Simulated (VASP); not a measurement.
# BaTiO3 (Pm) in VASP: single point with PBE+U

Aim: the single point of BaTiO3 with PBE+U.

Everything below comes from runs of VASP 6.6.1. Logs are shortened: lines on timing, memory, paths and dates and some standing lists are left out, and cuts for length are marked.

## (1) The cell of the first run

The typed cell holds 10 atoms: a = 4.072 Å, b = 5.714 Å, c = 5.714 Å, α = 89.09°, β = 89.82°, γ = 89.82°.

## (2) Single point, PBE+U (mode 17 (273.2 1/cm) frozen in, largest displacement -0.120 Å)

Contents of INCAR:

```
ALGO = Normal ; EDIFF = 1E-7
ENCUT = 520 ; GGA = PE
ISIF = 2 ; ISMEAR = 0
LASPH = True ; LCHARG = False
LDAU = True ; LDAUJ = 0 0 0
LDAUL = -1 2 -1 ; LDAUPRINT = 1
LDAUTYPE = 2 ; LDAUU = 0 4 0
LMAXMIX = 4 ; LREAL = False
LWAVE = False ; NBANDS = 51
NELM = 150 ; PREC = Accurate
SIGMA = 0.05
```

Contents of KPOINTS:

```
k-points
0
Gamma
  6 4 4
```

Contents of POSCAR:

```
BaTiO3
1.0
    0.0000000000     -2.8732814832     -2.8859184405
   -4.0082194129      2.8732814832     -2.8859184405
    4.0082194129      2.8732814832     -2.8859184405
Ba Ti O
2 2 6
Direct
    0.9909416263      0.9954671015      0.9954671015
    0.9909416263      0.4954671015      0.4954671015
    0.4951107610      0.9976378289      0.4976378289
    0.4951107610      0.4976378289      0.9976378289
    0.4874238160      0.2438712628      0.2438712628
    0.4874238160      0.7438712628      0.7438712628
    0.5019002820      0.7530926535      0.2530926535
    0.5019002820      0.2530926535      0.7530926535
    0.0063246113      0.0006456220      0.5006456220
    0.0063246113      0.5006456220      0.0006456220
```

Potentials or basis: VASP PAW PBE potentials, release 64 (Ba_sv, Ti_sv, O).

Command:

```
> cat potpaw_PBE.64/Ba_sv/POTCAR potpaw_PBE.64/Ti_sv/POTCAR potpaw_PBE.64/O/POTCAR > POTCAR
> mpirun -np 1 vasp_std > vasp.out
```

OUTCAR:

```text
EDIFF = 1E-7
   ENCUT = 520
   GGA = PE
   ISIF = 2
   ISMEAR = 0
   LASPH = True
   LREAL = False
   NELM = 150
   PREC = Accurate

 ion  position               nearest neighbor table
   1  0.991  0.995  0.995-   7 2.83   8 2.83   9 2.83  10 2.83   5 2.87   6 2.87   5 2.87   9 2.89
                            10 2.89   8 2.89   7 2.89   6 2.91   3 3.49   4 3.49   3 3.50   4 3.50
   2  0.991  0.495  0.495-   7 2.83   8 2.83   9 2.83  10 2.83   6 2.87   5 2.87   6 2.87  10 2.89
                             9 2.89   8 2.89   7 2.89   5 2.91   4 3.49   3 3.49   3 3.50   4 3.50
   3  0.495  0.998  0.498-   9 1.99   7 1.99   5 2.00   6 2.00   8 2.08   9 2.08   1 3.49   2 3.49
                             1 3.50   2 3.50   1 3.50   2 3.50   1 3.53   2 3.53
   4  0.495  0.498  0.998-  10 1.99   8 1.99   5 2.00   6 2.00   7 2.08  10 2.08   2 3.49   1 3.49
                             1 3.50   2 3.50   2 3.50   1 3.50   2 3.53   1 3.53
   5  0.487  0.244  0.244-   3 2.00   4 2.00   1 2.87   2 2.87   1 2.87   2 2.91
   6  0.487  0.744  0.744-   3 2.00   4 2.00   2 2.87   1 2.87   2 2.87   1 2.91
   7  0.502  0.753  0.253-   3 1.99   4 2.08   1 2.83   2 2.83   1 2.89   2 2.89
   8  0.502  0.253  0.753-   4 1.99   3 2.08   1 2.83   2 2.83   1 2.89   2 2.89
   9  0.006  0.001  0.501-   3 1.99   3 2.08   1 2.83   2 2.83   2 2.89   1 2.89
  10  0.006  0.501  0.001-   4 1.99   4 2.08   1 2.83   2 2.83   1 2.89   2 2.89

  LATTYP: Found a base centered monoclinic cell.
 ALAT       =     8.1447582473
 B/A-ratio  =     0.9842451528
 C/A-ratio  =     0.5000000000
 COS(beta)  =    -0.0043884208

  Lattice vectors:

 A1 = (   4.0082194129,  -2.8732814832,   2.8859184405)
 A2 = (  -4.0082194129,  -2.8732814832,   2.8859184405)
 A3 = (   0.0000000000,  -2.8732814832,  -2.8859184405)

Analysis of symmetry for initial positions (statically):
=====================================================================
 Subroutine PRICEL returns following result:

  LATTYP: Found a base centered orthorhombic cell.
 ALAT       =     5.7465629664
 B/A-ratio  =     1.0043980923
 C/A-ratio  =     0.6974985633

  Lattice vectors:

 A1 = (   0.0000000000,   2.8732814832,   2.8859184405)
 A2 = (   0.0000000000,   2.8732814832,  -2.8859184405)
 A3 = (  -4.0082194129,   0.0000000000,   0.0000000000)

   2 primitive cells build up your supercell.

 Routine SETGRP: Setting up the symmetry group for a
 base centered monoclinic supercell.

 Subroutine GETGRP returns: Found  2 space group operations
 (whereof  2 operations were pure point group operations)
 out of a pool of  4 trial point group operations.

The static configuration has the point symmetry C_1h.

Analysis of symmetry for dynamics (positions and initial velocities):
=====================================================================
 Subroutine PRICEL returns following result:

  LATTYP: Found a base centered orthorhombic cell.
 ALAT       =     5.7465629664
 B/A-ratio  =     1.0043980923
 C/A-ratio  =     0.6974985633

  Lattice vectors:

 A1 = (   0.0000000000,   2.8732814832,   2.8859184405)
 A2 = (   0.0000000000,   2.8732814832,  -2.8859184405)
 A3 = (  -4.0082194129,   0.0000000000,   0.0000000000)

   2 primitive cells build up your supercell.

 Routine SETGRP: Setting up the symmetry group for a
 base centered monoclinic supercell.

 Subroutine GETGRP returns: Found  2 space group operations
 (whereof  2 operations were pure point group operations)
 out of a pool of  4 trial point group operations.

The dynamic configuration has the point symmetry C_1h.

 Subroutine INISYM returns: Found  2 space group operations
 (whereof  2 operations are pure point group operations),
[... 141 lines left out ...]
 maximum number of plane-waves:      3608
   NGX = 15   NGY = 21   NGZ = 21

atom =   3  type =  2  l = 2

 onsite density matrix

spin component  1

  0.1036  0.0000  0.0000  0.0001  0.0000
  0.0000  0.2276  0.0000 -0.0000  0.0000
  0.0000  0.0000  0.1349  0.0000 -0.0579
  0.0001 -0.0000  0.0000  0.1030  0.0000
  0.0000  0.0000 -0.0579  0.0000  0.2025

spin component  2

  0.1036  0.0000  0.0000  0.0001  0.0000
  0.0000  0.2276  0.0000 -0.0000  0.0000
  0.0000  0.0000  0.1349  0.0000 -0.0579
  0.0001 -0.0000  0.0000  0.1030  0.0000
  0.0000  0.0000 -0.0579  0.0000  0.2025

 occupancies and eigenvectors

  o =  0.1016  v = -0.0000 -0.0002  0.8673 -0.0000  0.4979  0.0000  0.0000  0.0000  0.0000  0.0000      0.0000  0.0000  0.0000  0.0000  0.0000  0.0000  0.0000  0.0000  0.0000  0.0000
  o =  0.1016  v =  0.0000  0.0000  0.0000  0.0000  0.0000 -0.0000 -0.0002  0.8673 -0.0000  0.4979      0.0000  0.0000  0.0000  0.0000  0.0000  0.0000  0.0000  0.0000  0.0000  0.0000
  o =  0.1030  v =  0.0000  0.0000  0.0000  0.0000  0.0000 -0.0962 -0.0000  0.0000  0.9954  0.0000      0.0000  0.0000  0.0000  0.0000  0.0000  0.0000  0.0000  0.0000  0.0000  0.0000
  o =  0.1030  v = -0.0962 -0.0000  0.0000  0.9954  0.0000  0.0000  0.0000  0.0000  0.0000  0.0000      0.0000  0.0000  0.0000  0.0000  0.0000  0.0000  0.0000  0.0000  0.0000  0.0000
  o =  0.1036  v = -0.9954  0.0000 -0.0000 -0.0962 -0.0000  0.0000  0.0000  0.0000  0.0000  0.0000      0.0000  0.0000  0.0000  0.0000  0.0000  0.0000  0.0000  0.0000  0.0000  0.0000
  o =  0.1036  v =  0.0000  0.0000  0.0000  0.0000  0.0000 -0.9954  0.0000 -0.0000 -0.0962 -0.0000      0.0000  0.0000  0.0000  0.0000  0.0000  0.0000  0.0000  0.0000  0.0000  0.0000
  o =  0.2276  v =  0.0000  1.0000 -0.0004  0.0000  0.0012  0.0000  0.0000  0.0000  0.0000  0.0000      0.0000  0.0000  0.0000  0.0000  0.0000  0.0000  0.0000  0.0000  0.0000  0.0000
  o =  0.2276  v =  0.0000  0.0000  0.0000  0.0000  0.0000  0.0000  1.0000 -0.0004  0.0000  0.0012      0.0000  0.0000  0.0000  0.0000  0.0000  0.0000  0.0000  0.0000  0.0000  0.0000
  o =  0.2358  v =  0.0000  0.0000  0.0000  0.0000  0.0000 -0.0000  0.0013  0.4979 -0.0000 -0.8673      0.0000  0.0000  0.0000  0.0000  0.0000  0.0000  0.0000  0.0000  0.0000  0.0000
  o =  0.2358  v = -0.0000  0.0013  0.4979 -0.0000 -0.8673  0.0000  0.0000  0.0000  0.0000  0.0000      0.0000  0.0000  0.0000  0.0000  0.0000  0.0000  0.0000  0.0000  0.0000  0.0000

atom =   4  type =  2  l = 2

 onsite density matrix

spin component  1

  0.1036  0.0000  0.0000  0.0001  0.0000
  0.0000  0.2276  0.0000 -0.0000  0.0000
  0.0000  0.0000  0.1349  0.0000 -0.0579
  0.0001 -0.0000  0.0000  0.1030  0.0000
  0.0000  0.0000 -0.0579  0.0000  0.2025

spin component  2

  0.1036  0.0000  0.0000  0.0001  0.0000
  0.0000  0.2276  0.0000 -0.0000  0.0000
  0.0000  0.0000  0.1349  0.0000 -0.0579
  0.0001 -0.0000  0.0000  0.1030  0.0000
  0.0000  0.0000 -0.0579  0.0000  0.2025

 occupancies and eigenvectors

  o =  0.1016  v = -0.0000 -0.0002  0.8673 -0.0000  0.4979  0.0000  0.0000  0.0000  0.0000  0.0000      0.0000  0.0000  0.0000  0.0000  0.0000  0.0000  0.0000  0.0000  0.0000  0.0000
  o =  0.1016  v =  0.0000  0.0000  0.0000  0.0000  0.0000 -0.0000 -0.0002  0.8673 -0.0000  0.4979      0.0000  0.0000  0.0000  0.0000  0.0000  0.0000  0.0000  0.0000  0.0000  0.0000
  o =  0.1030  v =  0.0000  0.0000  0.0000  0.0000  0.0000 -0.0962 -0.0000  0.0000  0.9954  0.0000      0.0000  0.0000  0.0000  0.0000  0.0000  0.0000  0.0000  0.0000  0.0000  0.0000
  o =  0.1030  v = -0.0962 -0.0000  0.0000  0.9954  0.0000  0.0000  0.0000  0.0000  0.0000  0.0000      0.0000  0.0000  0.0000  0.0000  0.0000  0.0000  0.0000  0.0000  0.0000  0.0000
  o =  0.1036  v = -0.9954  0.0000 -0.0000 -0.0962 -0.0000  0.0000  0.0000  0.0000  0.0000  0.0000      0.0000  0.0000  0.0000  0.0000  0.0000  0.0000  0.0000  0.0000  0.0000  0.0000
  o =  0.1036  v =  0.0000  0.0000  0.0000  0.0000  0.0000 -0.9954  0.0000 -0.0000 -0.0962 -0.0000      0.0000  0.0000  0.0000  0.0000  0.0000  0.0000  0.0000  0.0000  0.0000  0.0000
  o =  0.2276  v =  0.0000  1.0000 -0.0004  0.0000  0.0012  0.0000  0.0000  0.0000  0.0000  0.0000      0.0000  0.0000  0.0000  0.0000  0.0000  0.0000  0.0000  0.0000  0.0000  0.0000
  o =  0.2276  v =  0.0000  0.0000  0.0000  0.0000  0.0000  0.0000  1.0000 -0.0004  0.0000  0.0012      0.0000  0.0000  0.0000  0.0000  0.0000  0.0000  0.0000  0.0000  0.0000  0.0000
  o =  0.2358  v =  0.0000  0.0000  0.0000  0.0000  0.0000 -0.0000  0.0013  0.4979  0.0000 -0.8673      0.0000  0.0000  0.0000  0.0000  0.0000  0.0000  0.0000  0.0000  0.0000  0.0000
  o =  0.2358  v = -0.0000  0.0013  0.4979  0.0000 -0.8673  0.0000  0.0000  0.0000  0.0000  0.0000      0.0000  0.0000  0.0000  0.0000  0.0000  0.0000  0.0000  0.0000  0.0000  0.0000

 number of electron      80.0000001 magnetization

 Free energy of the ion-electron system (eV)
  ---------------------------------------------------
  ext. energy  EPLUGINS =         0.00000000
  ---------------------------------------------------
  free energy    TOTEN  =       -74.62799360 eV

  energy without entropy =      -74.62799360  energy(sigma->0) =      -74.62799360

 E-fermi :   4.0212     XC(G=0): -11.0774

 val. band max:        3.7157515309   @ k =   0.5000  -0.0000  -0.0000
 cond. band min:       5.8640573223   @ k =   0.0000   0.0000   0.0000
 fundamental gap:      2.1483057914
 Fermi energy:         4.0212243558

 k-point     1 :       0.0000    0.0000    0.0000
  band No.  band energies     occupation
      1     -54.1883      2.00000
      2     -54.1867      2.00000
      3     -30.3715      2.00000
      4     -30.3673      2.00000
      5     -30.3361      2.00000
      6     -30.3342      2.00000
[... 1285 lines left out ...]
     50      10.7570      0.00000
     51      11.3404      0.00000

 [... further k-points ...]
[... 5 lines left out ...]
  --------------------------------------------------------------------------------------
  -------------------------------------------------------------------------------------
  Total        2.5351113      0.5528595     -0.4024187      0.0000000      0.0083665      0.0000000
  in kB       30.5515967      6.6627215     -4.8497012      0.0000000      0.1008282      0.0000000
  external PRESSURE =      10.7882057 kB  Pullay stress =       0.0000000 kB

 VOLUME and BASIS-vectors are now :
 -----------------------------------------------------------------------------
  energy-cutoff  :      520.00
  volume of cell :      132.95
      direct lattice vectors                 reciprocal lattice vectors
     0.000000000 -2.873281483 -2.885918440     0.000000000 -0.174017061 -0.173255070
    -4.008219413  2.873281483 -2.885918440    -0.124743670  0.087008531 -0.086627535
     4.008219413  2.873281483 -2.885918440     0.124743670  0.087008531 -0.086627535

 POSITION                                       TOTAL-FORCE (eV/Angst)
 -----------------------------------------------------------------------------------
      0.00000      2.87326     -8.60545         0.000000      0.000633     -0.222209
      0.00000     -0.00002     -5.71953         0.000000      0.000633     -0.222209
     -2.00411      2.87376     -5.74409         0.000000     -0.002634      0.239027
      2.00411      2.87376     -5.74409         0.000000     -0.002634      0.239027
      0.00000      0.00092     -2.81425         0.000000     -0.005080     -0.464769
      0.00000      2.87420     -5.70017         0.000000     -0.005080     -0.464769
     -2.00411      1.44895     -4.35221         0.000000     -0.294246      0.228469
      2.00411      1.44895     -4.35221         0.000000     -0.294246      0.228469
      2.00411      1.42218     -1.46494         0.000000      0.301328      0.219482
     -2.00411      1.42218     -1.46494         0.000000      0.301328      0.219482
 -----------------------------------------------------------------------------------
    total drift:                               -0.000002     -0.000068     -0.002687

  FREE ENERGIE OF THE ION-ELECTRON SYSTEM (eV)
  ---------------------------------------------------
  free  energy   TOTEN  =       -74.6279936043 eV

  energy  without entropy=      -74.6279936043  energy(sigma->0) =      -74.62799360
```

Run time: 3.7 min. Hardware: 1 thread of Intel Xeon Platinum 8375C at 2.90GHz (Ice Lake), shared host; peak memory 0.34 GiB.

Results:

```yaml
Free_energy: -74.6280 eV
Pressure: 1.1 GPa
Largest_force: 0.465 eV/Å
Band_gap_on_the_k_mesh: 2.15 eV
```

Forces in eV/Å, atoms in the order of the input:
```
Ba   0.000  0.001 -0.222
Ba   0.000  0.001 -0.222
Ti   0.000 -0.003  0.239
Ti   0.000 -0.003  0.239
O    0.000 -0.005 -0.465
O    0.000 -0.005 -0.465
O    0.000 -0.294  0.228
O    0.000 -0.294  0.228
O    0.000  0.301  0.219
O    0.000  0.301  0.219
```

Eigenvalues of the final occupation matrices:
| site | spin | trace | eigenvalues |
| --- | --- | --- | --- |
| site 3 d | 1 | 0.77 | 0.10 0.10 0.10 0.23 0.24 |
| site 3 d | 2 | 0.77 | 0.10 0.10 0.10 0.23 0.24 |
| site 4 d | 1 | 0.77 | 0.10 0.10 0.10 0.23 0.24 |
| site 4 d | 2 | 0.77 | 0.10 0.10 0.10 0.23 0.24 |

Caveat: the cell differs from its parent crystal (mode 17 (273.2 1/cm) frozen in, largest displacement -0.120 Å); spin-orbit coupling is left out, which moves the levels of the heavy elements.
